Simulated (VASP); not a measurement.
Input of a VASP 6.6.1 run:

The input POSCAR:

```
FeSi
1.0
    4.1916804006      0.0000000000      0.0000000000
    0.0000000000      4.1916804006      0.0000000000
    0.0000000000      0.0000000000      4.1916804006
Fe Si
4 4
Direct
    0.1411917610      0.1411917610      0.1411917610
    0.3588082390      0.8588082390      0.6411917610
    0.6411917610      0.3588082390      0.8588082390
    0.8588082390      0.6411917610      0.3588082390
    0.8432660100      0.8432660100      0.8432660100
    0.6567339900      0.1567339900      0.3432660100
    0.3432660100      0.6567339900      0.1567339900
    0.1567339900      0.3432660100      0.6567339900
```

The input INCAR.step1:

```
SYSTEM = FeSi
PREC = Accurate
ENCUT = 520
ISMEAR = 0
SIGMA = 0.1
LREAL = .False.
LASPH = .True.
NELM = 80
NBANDS = 34
GGA = PE
ALGO = Normal
EDIFF = 1E-4
LWAVE = .True.
LCHARG = .False.
```

INCAR.step2

```
SYSTEM = FeSi
PREC = Accurate
ENCUT = 520
EDIFF = 1E-6
ISMEAR = 0
SIGMA = 0.1
LREAL = .False.
LASPH = .True.
NELM = 80
ALGO = Normal
ISIF = 2
LWAVE = .False.
LCHARG = .False.
METAGGA = R2SCAN
LMIXTAU = .True.
NBANDS = 34
ISTART = 1
```

Contents of KPOINTS:

```
regular mesh
0
Gamma
  6 6 6
  0 0 0
```

Potentials or basis: VASP PAW PBE potentials, release 64 (Fe, Si).

Run with:

```bash
$ cat potpaw_PBE.64/Fe/POTCAR potpaw_PBE.64/Si/POTCAR > POTCAR
$ cp INCAR.step1 INCAR
$ mpirun -np 1 vasp_std > vasp.out
$ cp INCAR.step2 INCAR
$ mpirun -np 1 vasp_std > vasp.out
```

Task: What does it give for the largest force?

Result: 0.057 eV/Å.

Task: What does it give for the pressure?

Result: 51.9 GPa.

Forces on the atoms (eV/Å):
```
Fe   0.033  0.033  0.033
Fe  -0.033 -0.033  0.033
Fe   0.033 -0.033 -0.033
Fe  -0.033  0.033 -0.033
Si   0.003  0.003  0.003
Si  -0.003 -0.003  0.003
Si   0.003 -0.003 -0.003
Si  -0.003  0.003 -0.003
```

Caveat: the cell stands under pressure; the PAW data sets were made with another functional, which shifts forces and pressure a little. Spin polarisation is off, so any magnetic state and its effect on volume and gap are missing.
